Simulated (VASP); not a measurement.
Input of a VASP 6.6.1 run:

INCAR

```
SYSTEM = Al
ALGO     = Normal         ! electronic algorithm
EDIFF    = 1E-6           ! SCF threshold, eV
ENCUT    = 520            ! plane-wave cutoff, eV
GGA      = PS             ! functional
ISIF     = 2              ! what is computed and relaxed
ISMEAR   = 0              ! smearing method
LASPH    = .TRUE.         ! aspherical terms in the spheres
LCHARG   = .FALSE.        ! write CHGCAR
LREAL    = .FALSE.        ! projectors in reciprocal space
LWAVE    = .FALSE.        ! write WAVECAR
NBANDS   = 10             ! bands
NELM     = 60             ! most SCF steps
PREC     = Accurate       ! precision mode
SIGMA    = 0.15           ! smearing width, eV
```

Contents of KPOINTS:

```
k-points
0
G
  18 18 10
  0 0 0
```

The input POSCAR:

```
Al
1.0
    2.6901000000      0.0000000000      0.0000000000
   -1.3450500000      2.3296949387      0.0000000000
    0.0000000000      0.0000000000      4.7125000000
Al
2
Direct
    0.6666666667      0.3333333333      0.7500000000
    0.3333333333      0.6666666667      0.2500000000
```

Potentials or basis: VASP PAW PBE potentials, release 64 (Al).

Run with:

```bash
$ cat potpaw_PBE.64/Al/POTCAR > POTCAR
$ mpirun -np 1 vasp_std > vasp.out
```

**Question.** Predict the band gap on the k mesh.

**Answer.** Zero (band 3 reaches 12.93 eV, above the bottom of band 4 at 5.98 eV).

**Question.** Predict the pressure.

**Answer.** 10.5 GPa.

Stress tensor (GPa, compression positive):
```
12.67  0.00  0.00
 0.00 12.67  0.00
 0.00  0.00  6.15
```

Caveat: the PAW data sets were made with another functional, which shifts forces and pressure a little.
